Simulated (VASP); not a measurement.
# KNaICl (Pmmm) in VASP: a series of runs, part 2 of 2

VASP 6.6.1. The steps go on from the part before.

## (5) Single point, LDA (strain -0.0500 x Voigt [1, -1, 0, 0, 0, 0])

Contents of INCAR:

```
SYSTEM = KNaICl
PREC = Accurate
ENCUT = 520
EDIFF = 1E-6
ISMEAR = 0
SIGMA = 0.05
LREAL = .FALSE.
LASPH = .TRUE.
NELM = 80
ALGO = Normal
ISIF = 2
LWAVE = .FALSE.
LCHARG = .FALSE.
NBANDS = 23
```

Contents of KPOINTS:

```
Automatic mesh
0
G
  6 6 4
  0 0 0
```

Contents of POSCAR:

```
KNaICl
1.0
    4.2848800000      0.0000000000      0.0000000000
    0.0000000000      4.7359200000      0.0000000000
    0.0000000000      0.0000000000      6.8190640000
K Na I Cl
1 1 1 1
Direct
    0.5000000000      0.5000000000      0.5000000000
    0.0000000000      0.0000000000      0.0000000000
    0.5000000000      0.5000000000      0.0000000000
    0.0000000000      0.0000000000      0.5000000000
```

Started as:

```sh
$ cat potpaw_LDA.64/K_sv/POTCAR potpaw_LDA.64/Na_pv/POTCAR potpaw_LDA.64/I/POTCAR potpaw_LDA.64/Cl/POTCAR > POTCAR
$ mpirun -np 1 vasp_std > vasp.out
```

Wall time 2.2 min (1 thread of Oxide Virtual Turin-like, shared host); peak memory 0.28 GiB.

Results (log left out):

```yaml
Free_energy: -13.0814 eV
Pressure: -2.0 GPa
Band_gap_on_the_k_mesh: 3.38 eV (least direct gap 3.40 eV)
```

Stress tensor (GPa, compression positive):
```
-1.28  0.00  0.00
 0.00 -2.94  0.00
 0.00  0.00 -1.81
```

Levels at points of the mesh, in eV from the valence-band top:
```tsv
k point	band 11	band 12	band 13	band 14	band 15	band 16	band 17	band 18	band 19	band 20
(0.00, 0.00, 0.00)	-0.89	-0.54	-0.50	-0.32	-0.02	3.38	5.32	5.97	7.13	7.37
(0.50, 0.00, 0.00)	-1.37	-0.96	-0.95	-0.60	-0.45	5.60	5.84	6.52	7.12	7.51
(0.00, 0.50, 0.00)	-1.35	-1.04	-0.74	-0.66	0.00	5.77	5.95	6.38	7.03	8.27
(0.50, 0.50, 0.00)	-1.53	-0.86	-0.85	-0.83	-0.45	4.34	5.34	5.54	6.84	8.96
(0.00, 0.00, 0.50)	-1.08	-0.74	-0.67	-0.50	-0.09	4.31	5.48	6.27	6.34	8.15
(0.50, 0.00, 0.50)	-1.57	-0.94	-0.69	-0.64	-0.47	5.20	5.33	7.29	7.56	8.31
(0.00, 0.50, 0.50)	-1.64	-0.68	-0.67	-0.66	-0.01	5.10	5.70	7.47	7.57	8.17
(0.50, 0.50, 0.50)	-1.39	-1.05	-0.96	-0.92	-0.75	4.93	6.62	6.94	7.03	7.11
```

Caveat: the cell differs from its parent crystal (strain -0.0500 x Voigt [1, -1, 0, 0, 0, 0]); spin-orbit coupling is left out, which moves the levels of the heavy elements.

## (6) Single point, LDA (strain +0.0625 x Voigt [1, -1, 0, 0, 0, 0])

Contents of INCAR:

```
PREC = Accurate ; ENCUT = 520
EDIFF = 1E-6 ; ISMEAR = 0
SIGMA = 0.05 ; LREAL = False
LASPH = True ; NELM = 60
ALGO = Normal ; ISIF = 2
LWAVE = False ; LCHARG = False
NBANDS = 23
```

Contents of KPOINTS:

```
Automatic mesh
0
Gamma
  6 6 4
```

POSCAR, as its differences from that of step 5:

```diff
@@ -2,4 +2,4 @@
 1.0
-    4.2848800000      0.0000000000      0.0000000000
-    0.0000000000      4.7359200000      0.0000000000
+    4.7923000000      0.0000000000      0.0000000000
+    0.0000000000      4.2285000000      0.0000000000
     0.0000000000      0.0000000000      6.8190640000
```

Potentials or basis: VASP PAW LDA potentials, release 64 (K_sv, Na_pv, I, Cl).

Started as:

```sh
$ cat potpaw_LDA.64/K_sv/POTCAR potpaw_LDA.64/Na_pv/POTCAR potpaw_LDA.64/I/POTCAR potpaw_LDA.64/Cl/POTCAR > POTCAR
$ mpirun -np 1 vasp_std > vasp.out
```

OUTCAR:

```text
PREC = Accurate
   ENCUT = 520
   EDIFF = 1E-6
   ISMEAR = 0
   LREAL = False
   LASPH = True
   NELM = 60
   ISIF = 2

 ion  position               nearest neighbor table
   1  0.500  0.500  0.500-   4 3.20   4 3.20   4 3.20   4 3.20   3 3.41   3 3.41
   2  0.000  0.000  0.000-
   3  0.500  0.500  0.000-   1 3.41   1 3.41
   4  0.000  0.000  0.500-   1 3.20   1 3.20   1 3.20   1 3.20

  LATTYP: Found a simple orthorhombic cell.
 ALAT       =     4.2285000000
 B/A-ratio  =     1.1333333333
 C/A-ratio  =     1.6126437271

  Lattice vectors:

 A1 = (   0.0000000000,  -4.2285000000,   0.0000000000)
 A2 = (   4.7923000000,   0.0000000000,   0.0000000000)
 A3 = (   0.0000000000,   0.0000000000,   6.8190640000)

Analysis of symmetry for initial positions (statically):
=====================================================================
 Subroutine PRICEL returns:
 Original cell was already a primitive cell.

 Routine SETGRP: Setting up the symmetry group for a
 simple orthorhombic supercell.

 Subroutine GETGRP returns: Found  8 space group operations
 (whereof  8 operations were pure point group operations)
 out of a pool of  8 trial point group operations.

The static configuration has the point symmetry D_2h.

Analysis of symmetry for dynamics (positions and initial velocities):
=====================================================================
 Subroutine PRICEL returns:
 Original cell was already a primitive cell.

 Routine SETGRP: Setting up the symmetry group for a
 simple orthorhombic supercell.

 Subroutine GETGRP returns: Found  8 space group operations
 (whereof  8 operations were pure point group operations)
 out of a pool of  8 trial point group operations.

The dynamic configuration has the point symmetry D_2h.

 Subroutine INISYM returns: Found  8 space group operations
 (whereof  8 operations are pure point group operations),
 and found     1 'primitive' translations

[... 115 lines left out ...]
   IALGO  =     38    algorithm
   IMIX   =      4    mixing-type and parameters
     AMIX     =   0.40;   BMIX     =  1.00
     AMIX_MAG =   1.60;   BMIX_MAG =  1.00
  volume/ion in A,a.u.               =      34.55       233.13
  Fermi-wavevector in a.u.,A,eV,Ry     =   0.983929  1.859355 13.172009  0.968115
  Thomas-Fermi vector in A             =   2.115123
   LORBIT       =      0    0 simple, 1 ext, 2 COOP (PROOUT), +10 PAW based schemes
   GGA     = CA    functional components
   LHFCALC =     F    Hartree Fock is set to
   AEXX    =    0.0000 exact exchange contribution
   IVDW    =     0    specifies the selected vdW correction
   LEPSILON=     F    determine dielectric tensor
   LRPA    =     F    only Hartree local field effects (RPA)
 non-spin polarized calculation
 Gauss-broadening in eV      SIGMA  =   0.05
  energy-cutoff  :      520.00
  volume of cell :      138.18
 maximum number of plane-waves:      3752
 NGX is ok and might be reduce to    36
   NGX = 17   NGY = 15   NGZ = 25

 number of electron      29.9999988 magnetization

 Free energy of the ion-electron system (eV)
  ---------------------------------------------------
  ext. energy  EPLUGINS =         0.00000000
  ---------------------------------------------------
  free energy    TOTEN  =       -13.06359073 eV

  energy without entropy =      -13.06359073  energy(sigma->0) =      -13.06359073

 E-fermi :  -0.2978     XC(G=0):  -7.8504

 val. band max:       -0.5887649184   @ k =   0.5000   0.0000   0.0000
 cond. band min:       2.6864303771   @ k =   0.0000   0.0000   0.0000
 fundamental gap:      3.2751952955
 Fermi energy:        -0.2978193366

 k-point     1 :       0.0000    0.0000    0.0000
  band No.  band energies     occupation
      1     -28.3505      2.00000
      2     -23.2004      2.00000
      3     -23.1895      2.00000
      4     -23.1876      2.00000
      5     -13.1064      2.00000
      6     -12.1723      2.00000
[... 613 lines left out ...]
     22       8.1932      0.00000
     23       8.7837      0.00000

 [... further k-points ...]

------------------------ aborting loop because EDIFF is reached ----------------------------------------

  FORCE on cell =-STRESS in cart. coord.  units (eV):
  Direction    XX          YY          ZZ          XY          YZ          ZX
  --------------------------------------------------------------------------------------
  -------------------------------------------------------------------------------------
  Total       -2.7012621     -0.8868645     -1.5904715     -0.0000000      0.0000000      0.0000000
  in kB      -31.3200328    -10.2828324    -18.4408681     -0.0000000      0.0000000      0.0000000
  external PRESSURE =     -20.0145778 kB  Pullay stress =       0.0000000 kB

 VOLUME and BASIS-vectors are now :
 -----------------------------------------------------------------------------
  energy-cutoff  :      520.00
  volume of cell :      138.18
      direct lattice vectors                 reciprocal lattice vectors
     4.792300000  0.000000000  0.000000000     0.208668072  0.000000000  0.000000000
     0.000000000  4.228500000  0.000000000     0.000000000  0.236490481  0.000000000
     0.000000000  0.000000000  6.819064000     0.000000000  0.000000000  0.146647692

 POSITION                                       TOTAL-FORCE (eV/Angst)
 -----------------------------------------------------------------------------------
      2.39615      2.11425      3.40953         0.000000      0.000000      0.000000
      0.00000      0.00000      0.00000         0.000000      0.000000      0.000000
      2.39615      2.11425      0.00000         0.000000      0.000000      0.000000
      0.00000      0.00000      3.40953         0.000000      0.000000      0.000000
 -----------------------------------------------------------------------------------
    total drift:                                0.000000      0.000000      0.000000

  FREE ENERGIE OF THE ION-ELECTRON SYSTEM (eV)
  ---------------------------------------------------
  free  energy   TOTEN  =       -13.0635907338 eV

  energy  without entropy=      -13.0635907338  energy(sigma->0) =      -13.06359073
```

Run time: 2.5 min. Hardware: 1 thread of Oxide Virtual Turin-like, shared host; peak memory 0.27 GiB.

What came out:

| Quantity | Value |
| --- | --- |
| Free energy | -13.0636 eV |
| Pressure | -2.0 GPa |
| Band gap on the k mesh | 3.28 eV (least direct gap 3.30 eV) |

Levels at points of the mesh, in eV from the valence-band top:
| k point | band 11 | band 12 | band 13 | band 14 | band 15 | band 16 | band 17 | band 18 | band 19 | band 20 |
| --- | --- | --- | --- | --- | --- | --- | --- | --- | --- | --- |
| (0.00, 0.00, 0.00) | -1.01 | -0.61 | -0.57 | -0.41 | -0.02 | 3.28 | 5.16 | 5.98 | 6.94 | 7.31 |
| (0.50, 0.00, 0.00) | -1.43 | -1.13 | -0.84 | -0.69 | 0.00 | 5.69 | 5.87 | 6.26 | 6.96 | 8.22 |
| (0.00, 0.50, 0.00) | -1.45 | -1.05 | -1.03 | -0.67 | -0.57 | 5.49 | 5.73 | 6.45 | 7.06 | 7.32 |
| (0.50, 0.50, 0.00) | -1.59 | -0.93 | -0.93 | -0.91 | -0.52 | 4.26 | 5.23 | 5.48 | 6.76 | 8.83 |
| (0.00, 0.00, 0.50) | -1.16 | -0.85 | -0.82 | -0.54 | -0.08 | 4.20 | 5.37 | 6.20 | 6.30 | 8.07 |
| (0.50, 0.00, 0.50) | -1.73 | -0.77 | -0.75 | -0.69 | -0.01 | 5.00 | 5.67 | 7.34 | 7.39 | 8.07 |
| (0.00, 0.50, 0.50) | -1.64 | -1.05 | -0.77 | -0.71 | -0.58 | 5.13 | 5.21 | 7.10 | 7.47 | 8.31 |
| (0.50, 0.50, 0.50) | -1.45 | -1.14 | -1.03 | -0.99 | -0.83 | 4.86 | 6.50 | 6.91 | 6.93 | 7.02 |

Caveat: the cell differs from its parent crystal (strain +0.0625 x Voigt [1, -1, 0, 0, 0, 0]); spin-orbit coupling is left out, which moves the levels of the heavy elements. A k mesh can miss the band edges.

## (7) Single point, LDA (strain +0.0375 x Voigt [1, -1, 0, 0, 0, 0])

Contents of INCAR:

```
  PREC = Accurate
  ENCUT = 520
  EDIFF = 1E-7
  ISMEAR = 0
  SIGMA = 0.05
  LREAL = F
  LASPH = T
  NELM = 80
  ALGO = Normal
  ISIF = 2
  LWAVE = F
  LCHARG = T
  GGA = CA
  LELF = T
  LVHAR = T
  NBANDS = 23
```

KPOINTS is that of step 6.

POSCAR, as its differences from that of step 6:

```diff
@@ -2,4 +2,4 @@
 1.0
-    4.7923000000      0.0000000000      0.0000000000
-    0.0000000000      4.2285000000      0.0000000000
+    4.6795400000      0.0000000000      0.0000000000
+    0.0000000000      4.3412600000      0.0000000000
     0.0000000000      0.0000000000      6.8190640000
```

Started as:

```sh
$ cat potpaw_LDA.64/K_sv/POTCAR potpaw_LDA.64/Na_pv/POTCAR potpaw_LDA.64/I/POTCAR potpaw_LDA.64/Cl/POTCAR > POTCAR
$ mpirun -np 1 vasp_std > vasp.out
```

It took 2.4 min on 1 thread of Oxide Virtual Turin-like, shared host; peak memory 0.27 GiB.

The run converged. Its results:

```yaml
Free_energy: -13.0951 eV
Pressure: -2.0 GPa
Band_gap_on_the_k_mesh: 3.47 eV (least direct gap 3.49 eV)
```

Stress tensor (GPa, compression positive):
```
-2.74  0.00  0.00
 0.00 -1.51  0.00
 0.00  0.00 -1.78
```

Levels at points of the mesh, in eV from the valence-band top:
```tsv
k point	band 13	band 14	band 15	band 16	band 17	band 18
(0.00, 0.00, 0.00)	-0.38	-0.24	-0.03	3.47	5.47	5.96
(0.50, 0.00, 0.00)	-0.65	-0.63	0.00	5.84	6.02	6.48
(0.00, 0.50, 0.00)	-0.85	-0.55	-0.34	5.70	5.93	6.59
(0.50, 0.50, 0.00)	-0.77	-0.76	-0.38	4.41	5.44	5.59
(0.00, 0.00, 0.50)	-0.54	-0.47	-0.10	4.41	5.57	6.34
(0.50, 0.00, 0.50)	-0.60	-0.60	-0.01	5.19	5.73	7.57
(0.00, 0.50, 0.50)	-0.61	-0.57	-0.35	5.26	5.45	7.48
(0.50, 0.50, 0.50)	-0.90	-0.85	-0.68	5.01	6.73	6.98
```

Caveat: the cell differs from its parent crystal (strain +0.0375 x Voigt [1, -1, 0, 0, 0, 0]); spin-orbit coupling is left out, which moves the levels of the heavy elements.

## (8) The runs side by side

| cell | gap on the mesh (eV) | pressure (GPa) |
| --- | --- | --- |
| a = 4.059, b = 4.961, c = 6.819 Å, 4 atoms | 2.91 | -2.0 |
| a = 4.849, b = 4.172, c = 6.819 Å, 4 atoms | 3.16 | -2.0 |
| a = 4.905, b = 4.116, c = 6.819 Å, 4 atoms | 3.04 | -2.0 |
| a = 4.285, b = 4.736, c = 6.819 Å, 4 atoms | 3.38 | -2.0 |
| a = 4.792, b = 4.229, c = 6.819 Å, 4 atoms | 3.28 | -2.0 |
| a = 4.680, b = 4.341, c = 6.819 Å, 4 atoms | 3.47 | -2.0 |

Alike in all rows: task single point; level LDA; potentials or basis VASP PAW LDA potentials, release 64 (K_sv, Na_pv, I, Cl); no spin polarisation; k mesh 6 × 6 × 4; cutoff (eV) 520; smearing gaussian 0.05 eV.

Caveats: spin-orbit coupling is left out, which moves the levels of the heavy elements.

Total energies depend on the potentials used, so only differences within one code and one set of settings carry meaning.
